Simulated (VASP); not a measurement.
# GeSb3Te (Pm-3m) in VASP: single point with PBE

Aim: the single point of GeSb3Te with PBE.

All numbers are computed with VASP 6.6.1; they aren't measurements. Logs are shortened: lines on timing, memory, paths and dates and some standing lists are left out, and cuts for length are marked.

## 1. The cell of the first run

It takes space group Pm-3m (No. 221, cubic). The conventional cell has a = 4.988 Å, b = 4.988 Å, c = 4.988 Å, α = 90.00°, β = 90.00°, γ = 90.00°. Ge (site symmetry m-3m) has 6 Sb at 2.49 Å within 3.3 Å. Within 3.3 Å of Sb (site symmetry 4/mmm) lie 2 Ge at 2.49 Å. Within 4.6 Å of Te (site symmetry m-3m) lie 12 Sb at 3.53 Å and 8 Ge at 4.32 Å.

## 2. Single point, PBE

INCAR

```
SYSTEM = GeSb3Te
ALGO = Normal
EDIFF = 1E-7
ENCUT = 520
GGA = PE
ISIF = 2
ISMEAR = 0
LASPH = .TRUE.
LCHARG = .FALSE.
LREAL = .FALSE.
LWAVE = .FALSE.
NBANDS = 26
NELM = 100
PREC = Accurate
SIGMA = 0.1
```

KPOINTS

```
k-points
0
G
  4 4 4
  0 0 0
```

POSCAR

```
GeSb3Te
1.0
    4.9875794200      0.0000000000      0.0000000000
    0.0000000000      4.9875794200      0.0000000000
    0.0000000000      0.0000000000      4.9875794200
Ge Sb Te
1 3 1
Direct
    0.0000000000      0.0000000000      0.0000000000
    0.5000000000      0.0000000000      0.0000000000
    0.0000000000      0.5000000000      0.0000000000
    0.0000000000      0.0000000000      0.5000000000
    0.5000000000      0.5000000000      0.5000000000
```

Potentials or basis: VASP PAW PBE potentials, release 64 (Ge_d, Sb, Te).

Started as:

```bash
> cat potpaw_PBE.64/Ge_d/POTCAR potpaw_PBE.64/Sb/POTCAR potpaw_PBE.64/Te/POTCAR > POTCAR
> mpirun -np 1 vasp_std > vasp.out
```

OUTCAR:

```text
SYSTEM = GeSb3Te
   EDIFF = 1E-7
   ENCUT = 520
   GGA = PE
   ISIF = 2
   ISMEAR = 0
   LASPH = .TRUE.
   LREAL = .FALSE.
   NELM = 100
   PREC = Accurate

 ion  position               nearest neighbor table
   1  0.000  0.000  0.000-   2 2.49   3 2.49   4 2.49   4 2.49   3 2.49   2 2.49
   2  0.500  0.000  0.000-   1 2.49   1 2.49   4 3.53   5 3.53   4 3.53   5 3.53   3 3.53   5 3.53
                             5 3.53   3 3.53   3 3.53   4 3.53   4 3.53   3 3.53
   3  0.000  0.500  0.000-   1 2.49   1 2.49   4 3.53   5 3.53   4 3.53   5 3.53   2 3.53   2 3.53
                             4 3.53   4 3.53   2 3.53   5 3.53   5 3.53   2 3.53
   4  0.000  0.000  0.500-   1 2.49   1 2.49   3 3.53   5 3.53   2 3.53   2 3.53   3 3.53   3 3.53
                             5 3.53   3 3.53   2 3.53   5 3.53   2 3.53   5 3.53
   5  0.500  0.500  0.500-   2 3.53   3 3.53   4 3.53   2 3.53   3 3.53   2 3.53   4 3.53   2 3.53
                             3 3.53   4 3.53   3 3.53   4 3.53

  LATTYP: Found a simple cubic cell.
 ALAT       =     4.9875794200

  Lattice vectors:

 A1 = (   4.9875794200,   0.0000000000,   0.0000000000)
 A2 = (   0.0000000000,   4.9875794200,   0.0000000000)
 A3 = (   0.0000000000,   0.0000000000,   4.9875794200)

Analysis of symmetry for initial positions (statically):
=====================================================================
 Subroutine PRICEL returns:
 Original cell was already a primitive cell.

 Routine SETGRP: Setting up the symmetry group for a
 simple cubic supercell.

 Subroutine GETGRP returns: Found 48 space group operations
 (whereof 48 operations were pure point group operations)
 out of a pool of 48 trial point group operations.

The static configuration has the point symmetry O_h .

Analysis of symmetry for dynamics (positions and initial velocities):
=====================================================================
 Subroutine PRICEL returns:
 Original cell was already a primitive cell.

 Routine SETGRP: Setting up the symmetry group for a
 simple cubic supercell.

 Subroutine GETGRP returns: Found 48 space group operations
 (whereof 48 operations were pure point group operations)
 out of a pool of 48 trial point group operations.

The dynamic configuration has the point symmetry O_h .

 Subroutine INISYM returns: Found 48 space group operations
 (whereof 48 operations are pure point group operations),
 and found     1 'primitive' translations

----------------------------------------------------------------------------------------

                                     Primitive cell

  volume of cell :     124.0708

  direct lattice vectors                    reciprocal lattice vectors
     4.987579420  0.000000000  0.000000000     0.200498060  0.000000000  0.000000000
     0.000000000  4.987579420  0.000000000     0.000000000  0.200498060  0.000000000
     0.000000000  0.000000000  4.987579420     0.000000000  0.000000000  0.200498060

  length of vectors
     4.987579420  4.987579420  4.987579420     0.200498060  0.200498060  0.200498060

  position of ions in fractional coordinates (direct lattice)
     0.000000000  0.000000000  0.000000000
     0.500000000  0.000000000  0.000000000
     0.000000000  0.500000000  0.000000000
     0.000000000  0.000000000  0.500000000
     0.500000000  0.500000000  0.500000000

  ion indices of the primitive-cell ions
   primitive index   ion index
                 1           1
                 2           2
                 3           3
                 4           4
                 5           5

----------------------------------------------------------------------------------------

 KPOINTS: k-points

Automatic generation of k-mesh.
 Grid dimensions read from file:
 generate k-points for:    4    4    4

 Generating k-lattice:

  Cartesian coordinates                     Fractional coordinates (reciprocal lattice)
     0.050124515  0.000000000  0.000000000     0.250000000  0.000000000  0.000000000
     0.000000000  0.050124515  0.000000000     0.000000000  0.250000000  0.000000000
     0.000000000  0.000000000  0.050124515     0.000000000  0.000000000  0.250000000

  Length of vectors
     0.050124515  0.050124515  0.050124515

  Shift w.r.t. Gamma in fractional coordinates (k-lattice)
     0.000000000  0.000000000  0.000000000

 Subroutine IBZKPT returns following result:
 ===========================================

 Found     10 irreducible k-points:

 Following reciprocal coordinates:
            Coordinates               Weight
  0.000000  0.000000  0.000000      1.000000
  0.250000  0.000000  0.000000      6.000000
  0.500000  0.000000  0.000000      3.000000
  0.250000  0.250000  0.000000     12.000000
  0.500000  0.250000  0.000000     12.000000
  0.500000  0.500000  0.000000      3.000000
  0.250000  0.250000  0.250000      8.000000
  0.500000  0.250000  0.250000     12.000000
  0.500000  0.500000  0.250000      6.000000
  0.500000  0.500000  0.500000      1.000000
   k-points           NKPTS =     10   k-points in BZ     NKDIM =     10   number of bands    NBANDS=     26
   number of dos      NEDOS =    301   number of ions     NIONS =      5
   total plane-waves  NPLWV =  64000
   dimension x,y,z NGX =    40 NGY =   40 NGZ =   40
   dimension x,y,z NGXF=    80 NGYF=   80 NGZF=   80
   ions per type =               1   3   1
   NGX,Y,Z   is equivalent  to a cutoff of  13.33, 13.33, 13.33 a.u.
   NGXF,Y,Z  is equivalent  to a cutoff of  26.67, 26.67, 26.67 a.u.
 SYSTEM =  GeSb3Te
   PREC   = accura    normal or accurate (medium, high low for compatibility)
   ISTART =      0    job   : 0-new  1-cont  2-samecut
   ICHARG =      2    charge: 1-file 2-atom 10-const
   ISPIN  =      1    spin polarized calculation?
   LNONCOLLINEAR =      F non collinear calculations
   LSORBIT =      F    spin-orbit coupling
   LASPH  =      T    aspherical Exc in radial PAW
   ENCUT  =  520.0 eV  38.22 Ry    6.18 a.u.   9.27  9.27  9.27*2*pi/ulx,y,z
   NELM   =    100;   NELMIN=  2; NELMDL= -5     # of ELM steps
   EDIFF  = 0.1E-06   stopping-criterion for ELM
   LREAL  =      F    real-space projection
   EDIFFG = 0.1E-05   stopping-criterion for IOM
   NSW    =      0    number of steps for IOM
   IBRION =     -1    ionic relax: 0-MD 1-quasi-New 2-CG
   NFREE  =      0    steps in history (QN), initial steepest desc. (CG)
   ISIF   =      2    stress and relaxation
   ISYM   =      2    0-nonsym 1-usesym 2-fastsym
   POTIM  = 0.5000    time-step for ionic-motion
   TEBEG  =    0.0;   TEEND  =   0.0 temperature during run
   PSTRESS=    0.0 pullay stress
   NELECT =      35.0000    total number of electrons
   NUPDOWN=      -1.0000    fix difference up-down
   EMIN   =  10.00;   EMAX   =-10.00  energy-range for DOS
   EFERMI =   0.00;   METHOD = LEGACY
   ISMEAR =     0;   SIGMA  =   0.10  broadening in eV -4-tet -1-fermi 0-gaus
   EFERMI_NEDOS =   21; number of points for ismear=-14 and -15
   IALGO  =     38    algorithm
   IMIX   =      4    mixing-type and parameters
     AMIX     =   0.40;   BMIX     =  1.00
     AMIX_MAG =   1.60;   BMIX_MAG =  1.00
  volume/ion in A,a.u.               =      24.81       167.45
  Fermi-wavevector in a.u.,A,eV,Ry     =   1.073679  2.028959 15.684606  1.152786
  Thomas-Fermi vector in A             =   2.209485
   LORBIT       =      0    0 simple, 1 ext, 2 COOP (PROOUT), +10 PAW based schemes
   GGA     = PE    functional components
   LHFCALC =     F    Hartree Fock is set to
   AEXX    =    0.0000 exact exchange contribution
   IVDW    =     0    specifies the selected vdW correction
   LEPSILON=     F    determine dielectric tensor
   LRPA    =     F    only Hartree local field effects (RPA)
 non-spin polarized calculation
 Gauss-broadening in eV      SIGMA  =   0.10
  energy-cutoff  :      520.00
  volume of cell :      124.07
 maximum number of plane-waves:      3362
 NGX is ok and might be reduce to    40
   NGX = 19   NGY = 19   NGZ = 19

 number of electron      34.9999989 magnetization

 Free energy of the ion-electron system (eV)
  ---------------------------------------------------
  ext. energy  EPLUGINS =         0.00000000
  ---------------------------------------------------
  free energy    TOTEN  =       -15.77816730 eV

  energy without entropy =      -15.75561890  energy(sigma->0) =      -15.76689310

 E-fermi :   8.5034     XC(G=0): -10.3713

 val. band max:        8.4817682585   @ k =   0.2500   0.2500   0.2500
 cond. band min:       8.5500199106   @ k =   0.5000   0.0000   0.0000
 fundamental gap:      0.0682516521
 Fermi energy:         8.5034209348

 k-point     1 :       0.0000    0.0000    0.0000
  band No.  band energies     occupation
      1     -17.0987      2.00000
      2     -17.0987      2.00000
      3     -17.0290      2.00000
      4     -17.0290      2.00000
      5     -17.0290      2.00000
      6      -5.8601      2.00000
[... 18 lines left out ...]
     25      11.9224      0.00000
     26      12.3219      0.00000

 k-point     2 :       0.2500    0.0000    0.0000
  band No.  band energies     occupation
      1     -17.1010      2.00000
      2     -17.0987      2.00000
      3     -17.0299      2.00000
      4     -17.0299      2.00000
      5     -17.0291      2.00000
      6      -5.5675      2.00000
[... 18 lines left out ...]
     25      13.7880      0.00000
     26      13.7880      0.00000

 k-point     3 :       0.5000    0.0000    0.0000
  band No.  band energies     occupation
      1     -17.1033      2.00000
      2     -17.0988      2.00000
      3     -17.0308      2.00000
      4     -17.0308      2.00000
      5     -17.0291      2.00000
      6      -5.0891      2.00000
[... 166 lines left out ...]
 k-point     9 :       0.5000    0.5000    0.2500
  band No.  band energies     occupation
      1     -17.1055      2.00000
      2     -17.1033      2.00000
      3     -17.0325      2.00000
      4     -17.0317      2.00000
      5     -17.0317      2.00000
      6      -4.0709      2.00000
[... 18 lines left out ...]
     25      15.2199      0.00000
     26      15.5716      0.00000

 k-point    10 :       0.5000    0.5000    0.5000
  band No.  band energies     occupation
      1     -17.1055      2.00000
      2     -17.1055      2.00000
      3     -17.0326      2.00000
      4     -17.0326      2.00000
      5     -17.0326      2.00000
      6      -3.5091      2.00000
[... 18 lines left out ...]
     25      12.4813      0.00000
     26      14.7174      0.00000

------------------------ aborting loop because EDIFF is reached ----------------------------------------

  FORCE on cell =-STRESS in cart. coord.  units (eV):
  Direction    XX          YY          ZZ          XY          YZ          ZX
  --------------------------------------------------------------------------------------
  -------------------------------------------------------------------------------------
  Total       11.9903567     11.9903567     11.9903567      0.0000000      0.0000000     -0.0000000
  in kB      154.8364521    154.8364521    154.8364521      0.0000000      0.0000000     -0.0000000
  external PRESSURE =     154.8364521 kB  Pullay stress =       0.0000000 kB

 VOLUME and BASIS-vectors are now :
 -----------------------------------------------------------------------------
  energy-cutoff  :      520.00
  volume of cell :      124.07
      direct lattice vectors                 reciprocal lattice vectors
     4.987579420  0.000000000  0.000000000     0.200498060  0.000000000  0.000000000
     0.000000000  4.987579420  0.000000000     0.000000000  0.200498060  0.000000000
     0.000000000  0.000000000  4.987579420     0.000000000  0.000000000  0.200498060

 POSITION                                       TOTAL-FORCE (eV/Angst)
 -----------------------------------------------------------------------------------
      0.00000      0.00000      0.00000         0.000000      0.000000      0.000000
      2.49379      0.00000      0.00000         0.000000      0.000000      0.000000
      0.00000      2.49379      0.00000         0.000000      0.000000      0.000000
      0.00000      0.00000      2.49379         0.000000      0.000000      0.000000
      2.49379      2.49379      2.49379         0.000000      0.000000      0.000000
 -----------------------------------------------------------------------------------
    total drift:                               -0.000000      0.000000     -0.000000

  FREE ENERGIE OF THE ION-ELECTRON SYSTEM (eV)
  ---------------------------------------------------
  free  energy   TOTEN  =       -15.7781672988 eV

  energy  without entropy=      -15.7556189003  energy(sigma->0) =      -15.76689310
```

Wall time 60 s (1 thread of AMD EPYC 7R13, shared host); peak memory 0.22 GiB.

What came out:

```
Free energy : -15.7782 eV
Pressure    : 15.5 GPa
```

Caveat: spin-orbit coupling is left out, which moves the levels of the heavy elements.
